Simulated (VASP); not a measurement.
# CO2 (Pa-3) in VASP: a series of runs, part 2 of 2

VASP 6.6.1. Earlier steps stand in the parts before.

### Step 4. Single point, PBE

INCAR reads:

```
SYSTEM = CO2
ALGO = Normal
EDIFF = 1E-6
ENCUT = 1340
GGA = PE
GGA_COMPAT = .FALSE.
ISIF = 2
ISMEAR = -1
LASPH = .TRUE.
LCHARG = .FALSE.
LREAL = .FALSE.
LWAVE = .FALSE.
NBANDS = 44
NELM = 120
PREC = Accurate
SIGMA = 0.02
```

KPOINTS reads:

```
k-points
0
G
  4 4 4
  0 0 0
```

POSCAR reads:

```
CO2
1.0
    5.6200000000      0.0000000000      0.0000000000
    0.0000000000      5.6200000000      0.0000000000
    0.0000000000      0.0000000000      5.6200000000
C O
4 8
Direct
    0.0000000000      0.0000000000      0.0000000000
    0.5000000000      0.0000000000      0.5000000000
    0.5000000000      0.5000000000      0.0000000000
    0.0000000000      0.5000000000      0.5000000000
    0.1200167693      0.1200167693      0.1200167693
    0.3799832307      0.8799832307      0.6200167693
    0.6200167693      0.3799832307      0.8799832307
    0.8799832307      0.6200167693      0.3799832307
    0.8799832307      0.8799832307      0.8799832307
    0.6200167693      0.1200167693      0.3799832307
    0.3799832307      0.6200167693      0.1200167693
    0.1200167693      0.3799832307      0.6200167693
```

Potentials or basis: VASP PAW PBE potentials, release 64 (C_h, O_h).

On the command line:

```console
> cat potpaw_PBE.64/C_h/POTCAR potpaw_PBE.64/O_h/POTCAR > POTCAR
> mpirun -np 1 vasp_std > vasp.out
```

OUTCAR:

```text
SYSTEM = CO2
   EDIFF = 1E-6
   ENCUT = 1340
   GGA = PE
   ISIF = 2
   ISMEAR = -1
   LASPH = .TRUE.
   LREAL = .FALSE.
   NELM = 120
   PREC = Accurate

 ion  position               nearest neighbor table
   1  0.000  0.000  0.000-   5 1.17   9 1.17
   2  0.500  0.000  0.500-   6 1.17  10 1.17
   3  0.500  0.500  0.000-   7 1.17  11 1.17
   4  0.000  0.500  0.500-   8 1.17  12 1.17
   5  0.120  0.120  0.120-   1 1.17
   6  0.380  0.880  0.620-   2 1.17
   7  0.620  0.380  0.880-   3 1.17
   8  0.880  0.620  0.380-   4 1.17
   9  0.880  0.880  0.880-   1 1.17
  10  0.620  0.120  0.380-   2 1.17
  11  0.380  0.620  0.120-   3 1.17
  12  0.120  0.380  0.620-   4 1.17

  LATTYP: Found a simple cubic cell.
 ALAT       =     5.6200000000

  Lattice vectors:

 A1 = (   5.6200000000,   0.0000000000,   0.0000000000)
 A2 = (   0.0000000000,   5.6200000000,   0.0000000000)
 A3 = (   0.0000000000,   0.0000000000,   5.6200000000)

Analysis of symmetry for initial positions (statically):
=====================================================================
 Subroutine PRICEL returns:
 Original cell was already a primitive cell.

 Routine SETGRP: Setting up the symmetry group for a
 simple cubic supercell.

 Subroutine GETGRP returns: Found 24 space group operations
 (whereof  6 operations were pure point group operations)
 out of a pool of 48 trial point group operations.

The static configuration has the point symmetry S_6 .
 The point group associated with its full space group is T_h .

Analysis of symmetry for dynamics (positions and initial velocities):
=====================================================================
 Subroutine PRICEL returns:
 Original cell was already a primitive cell.

 Routine SETGRP: Setting up the symmetry group for a
[... 139 lines left out ...]
   LHFCALC =     F    Hartree Fock is set to
   AEXX    =    0.0000 exact exchange contribution
   IVDW    =     0    specifies the selected vdW correction
   LEPSILON=     F    determine dielectric tensor
   LRPA    =     F    only Hartree local field effects (RPA)
 non-spin polarized calculation
  energy-cutoff  :     1340.00
  volume of cell :      177.50
 maximum number of plane-waves:     19882
 NGX is ok and might be reduce to    70
   NGX = 33   NGY = 33   NGZ = 33

 number of electron      64.0000000 magnetization

 Free energy of the ion-electron system (eV)
  ---------------------------------------------------
  ext. energy  EPLUGINS =         0.00000000
  ---------------------------------------------------
  free energy    TOTEN  =       -93.20048837 eV

  energy without entropy =      -93.20048837  energy(sigma->0) =      -93.20048837

 E-fermi :  -2.7158     XC(G=0):  -7.8632

 val. band max:       -3.1552705486   @ k =   0.0000   0.0000   0.0000
 cond. band min:       3.6395955078   @ k =   0.0000   0.0000   0.0000
 fundamental gap:      6.7948660563
 Fermi energy:        -2.7157962961

 k-point     1 :       0.0000    0.0000    0.0000
  band No.  band energies     occupation
      1     -23.6586      2.00000
      2     -23.4501      2.00000
      3     -23.4501      2.00000
      4     -23.4501      2.00000
      5     -22.5232      2.00000
      6     -22.5232      2.00000
[... 506 lines left out ...]
     43       6.5367      0.00000
     44       6.5367      0.00000

------------------------ aborting loop because EDIFF is reached ----------------------------------------

  FORCE on cell =-STRESS in cart. coord.  units (eV):
  Direction    XX          YY          ZZ          XY          YZ          ZX
  --------------------------------------------------------------------------------------
  -------------------------------------------------------------------------------------
  Total        1.2511974      1.2511974      1.2511974     -0.0000000      0.0000000      0.0000000
  in kB       11.2934713     11.2934713     11.2934713     -0.0000000      0.0000000      0.0000000
  external PRESSURE =      11.2934713 kB  Pullay stress =       0.0000000 kB

 VOLUME and BASIS-vectors are now :
 -----------------------------------------------------------------------------
  energy-cutoff  :     1340.00
  volume of cell :      177.50
      direct lattice vectors                 reciprocal lattice vectors
     5.620000000  0.000000000  0.000000000     0.177935943  0.000000000  0.000000000
     0.000000000  5.620000000  0.000000000     0.000000000  0.177935943  0.000000000
     0.000000000  0.000000000  5.620000000     0.000000000  0.000000000  0.177935943

 POSITION                                       TOTAL-FORCE (eV/Angst)
 -----------------------------------------------------------------------------------
      0.00000      0.00000      0.00000        -0.000000      0.000000      0.000000
      2.81000      0.00000      2.81000        -0.000000      0.000000      0.000000
      2.81000      2.81000      0.00000        -0.000000      0.000000      0.000000
      0.00000      2.81000      2.81000        -0.000000      0.000000      0.000000
      0.67449      0.67449      0.67449         0.010826      0.010826      0.010826
      2.13551      4.94551      3.48449        -0.010826     -0.010826      0.010826
      3.48449      2.13551      4.94551         0.010826     -0.010826     -0.010826
      4.94551      3.48449      2.13551        -0.010826      0.010826     -0.010826
      4.94551      4.94551      4.94551        -0.010826     -0.010826     -0.010826
      3.48449      0.67449      2.13551         0.010826      0.010826     -0.010826
      2.13551      3.48449      0.67449        -0.010826      0.010826      0.010826
      0.67449      2.13551      3.48449         0.010826     -0.010826      0.010826
 -----------------------------------------------------------------------------------
    total drift:                                0.000000      0.000000     -0.000000

  FREE ENERGIE OF THE ION-ELECTRON SYSTEM (eV)
  ---------------------------------------------------
  free  energy   TOTEN  =       -93.2004883730 eV

  energy  without entropy=      -93.2004883729  energy(sigma->0) =      -93.20048837
```

OSZICAR:

```text
N       E                     dE             d eps       ncg     rms          rms(c)
DAV:   1     0.772845466072E+03    0.77285E+03   -0.53586E+04   968   0.278E+03
DAV:   2     0.175287380220E+02   -0.75532E+03   -0.72116E+03  1368   0.412E+02
DAV:   3    -0.959217282399E+02   -0.11345E+03   -0.11193E+03  1184   0.169E+02
DAV:   4    -0.993658580260E+02   -0.34441E+01   -0.33988E+01  1192   0.310E+01
DAV:   5    -0.994701916233E+02   -0.10433E+00   -0.10407E+00  1168   0.523E+00    0.170E+01
DAV:   6    -0.937109023007E+02    0.57593E+01   -0.16850E+01  1164   0.217E+01    0.671E+00
DAV:   7    -0.933197109570E+02    0.39119E+00   -0.10308E+00  1120   0.628E+00    0.386E+00
DAV:   8    -0.932093708792E+02    0.11034E+00   -0.68357E-01  1196   0.413E+00    0.756E-01
DAV:   9    -0.932007458257E+02    0.86251E-02   -0.97244E-02  1040   0.178E+00    0.489E-01
DAV:  10    -0.932001909996E+02    0.55483E-03   -0.66586E-03  1116   0.646E-01    0.803E-02
DAV:  11    -0.932004415958E+02   -0.25060E-03   -0.62201E-04  1224   0.146E-01    0.444E-02
DAV:  12    -0.932004893174E+02   -0.47722E-04   -0.93537E-05  1156   0.554E-02    0.917E-03
DAV:  13    -0.932004883730E+02    0.94442E-06   -0.97255E-06  1136   0.204E-02
   1 F= -.93200488E+02 E0= -.93200488E+02  d E =-.211133E-10
```

stdout:

```text
POSCAR found type information on POSCAR C O
 POSCAR found :  2 types and      12 ions
 scaLAPACK will be used
 LDA part: xc-table for (Slater+PW92), standard interpolation
 POSCAR, INCAR and KPOINTS ok, starting setup
 FFT: planning ... GRIDC
 FFT: planning ... GRID_SOFT
 FFT: planning ... GRID
 WAVECAR not read
 entering main loop
```

It took 6.6 min on 1 thread of Intel Xeon Platinum 8259CL at 2.50GHz (Skylake/Cascade Lake), shared host; peak memory 0.8 GiB.

Results:

```
Free energy            : -93.2005 eV
Pressure               : 1.1 GPa
Largest force          : 0.019 eV/Å
Band gap on the k mesh : 6.79 eV
```

Forces on the atoms (eV/Å):
```
C    0.000  0.000  0.000
C    0.000  0.000  0.000
C    0.000  0.000  0.000
C    0.000  0.000  0.000
O    0.011  0.011  0.011
O   -0.011 -0.011  0.011
O    0.011 -0.011 -0.011
O   -0.011  0.011 -0.011
O   -0.011 -0.011 -0.011
O    0.011  0.011 -0.011
O   -0.011  0.011  0.011
O    0.011 -0.011  0.011
```

Levels at points of the mesh, in eV from the valence-band top:
| k point | band 30 | band 31 | band 32 | band 33 | band 34 | band 35 |
| --- | --- | --- | --- | --- | --- | --- |
| (0.00, 0.00, 0.00) | -0.19 | 0.00 | 0.00 | 6.79 | 8.04 | 8.04 |
| (0.50, 0.00, 0.00) | -0.29 | -0.07 | -0.07 | 7.98 | 7.98 | 8.18 |
| (0.50, 0.50, 0.00) | -0.27 | -0.27 | -0.27 | 7.98 | 7.98 | 7.98 |
| (0.50, 0.50, 0.50) | -0.31 | -0.31 | -0.31 | 7.98 | 7.98 | 7.98 |

Caveat: this functional lacks dispersion, which holds the molecules together, so the pressure and a relaxed volume are unreliable. A k mesh can miss the band edges.
